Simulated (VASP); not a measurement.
HgTe: single point with r2SCAN

Crystal: HgTe.

```
Hg Te
1.0
     3.62522    0.00000    0.00000
     0.00000    3.62522    0.00000
     0.00000    0.00000    4.18146
Hg Te
1 1
Direct
  0.50000 0.50000 0.00000
  0.00000 0.00000 0.50000
```

* Program: VASP 6.6.1
* Task: single point
* Functional: r2SCAN
* Potentials or basis: VASP PAW PBE potentials, release 64 (Hg, Te)
* Cutoff: 520 eV
* k mesh: 6 × 6 × 4
* Occupations: gaussian, width 0.1 eV
* Spin: no spin polarisation
* Dipole correction: no
* Further INCAR settings: ALGO = Normal; EDIFF = 1e-07; NBANDS = 16

| Item | Value |
| --- | --- |
| Pressure | 0.1 GPa |
| Band gap on the k mesh | zero (band 9 reaches 5.84 eV, above the bottom of band 10 at 3.09 eV) |

Stress tensor (GPa, compression positive):
```
0.02 0.00 0.00
0.00 0.02 0.00
0.00 0.00 0.18
```

Levels at points of the mesh, in eV from the Fermi level:
| k point | band 5 | band 6 | band 7 | band 8 | band 9 | band 10 | band 11 | band 12 | band 13 | band 14 |
| --- | --- | --- | --- | --- | --- | --- | --- | --- | --- | --- |
| (0.00, 0.00, 0.00) | -6.38 | -6.28 | -2.25 | -2.13 | -0.16 | -0.16 | 6.13 | 6.50 | 9.63 | 10.57 |
| (0.50, 0.00, 0.00) | -6.57 | -6.36 | -5.30 | 0.00 | 1.31 | 1.93 | 2.97 | 4.54 | 6.99 | 7.30 |
| (0.50, 0.50, 0.00) | -6.20 | -6.03 | -3.97 | -3.97 | -2.05 | 0.00 | 6.02 | 6.02 | 7.54 | 8.11 |
| (0.00, 0.00, 0.50) | -6.56 | -6.27 | -5.98 | 0.95 | 0.95 | 3.21 | 4.40 | 6.50 | 6.76 | 6.76 |
| (0.50, 0.00, 0.50) | -6.20 | -6.06 | -4.51 | -3.80 | -2.94 | 1.20 | 7.51 | 8.13 | 8.55 | 9.69 |
| (0.50, 0.50, 0.50) | -6.22 | -6.03 | -1.98 | -1.98 | -0.90 | -0.85 | 1.62 | 1.62 | 1.83 | 14.94 |

It took 45 s on 1 thread of Intel(R) Xeon(R) 6975P-C (Granite Rapids), with other jobs on the host, peak memory 0.18 GiB.

Caveat: the k points lie up to 0.38 Å⁻¹ apart; the PAW data sets were made with another functional, which shifts forces and pressure a little; spin-orbit coupling is left out, which moves the levels of the heavy elements.
